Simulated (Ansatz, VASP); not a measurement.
## One calculation of AlGa3N4, two programs

```
Al Ga N
1.0
     5.14235    0.00000    0.00012
     0.00000    3.16498    0.00000
    -0.00359    0.00000    5.47849
Al Ga N
1 3 4
Direct
  0.00060 0.50000 0.66736
  0.49912 0.50000 0.33492
  0.49903 0.00000 0.83156
  0.99986 0.00000 0.16618
  0.12758 0.50000 0.33480
  0.12556 0.00000 0.82108
  0.62836 0.00000 0.16092
  0.63914 0.50000 0.66200
```

Change from the starting cell: all N atoms moved -0.050 Å, as atom 5 towards its neighbour atom 8 (N) at 3.087 Å.

Alike in both runs: task single point; functional PBEsol; k mesh 6 × 8 × 6; occupations gaussian, width 0.05 eV; no spin polarisation.

|  | VASP | Ansatz |
| --- | --- | --- |
| version | VASP 6.6.1 | Ansatz 0.2.0 |
| potentials or method | VASP PAW PBE potentials, release 64 (Al, Ga_d, N), cutoff 520 eV | scalar-relativistic, plane waves, PAW |
| valence electrons in the cell | 62 | 62 |

Ansatz gave:

```
gap on the k mesh at the Fermi level (eV)                     : 2.29
least direct gap on the mesh (eV)                             : 2.29
pressure (GPa)                                                : 0.2
traceless stress, the component that is largest in VASP (GPa) : 3.30
rms of the force components (eV/Å)                            : 0.367
```

What did VASP give for the same quantities?

gap on the k mesh at the Fermi level (eV): 2.31; least direct gap on the mesh (eV): 2.31; pressure (GPa): 0.1; traceless stress, the component that is largest in VASP (GPa): 3.28; rms of the force components (eV/Å): 0.365.

VASP's potentials were made for PBE, not for PBEsol. Atom by atom the forces differ by 0.006 eV/Å (rms over components). The functional is the same, so the differences come from potentials, cutoffs and numerics.
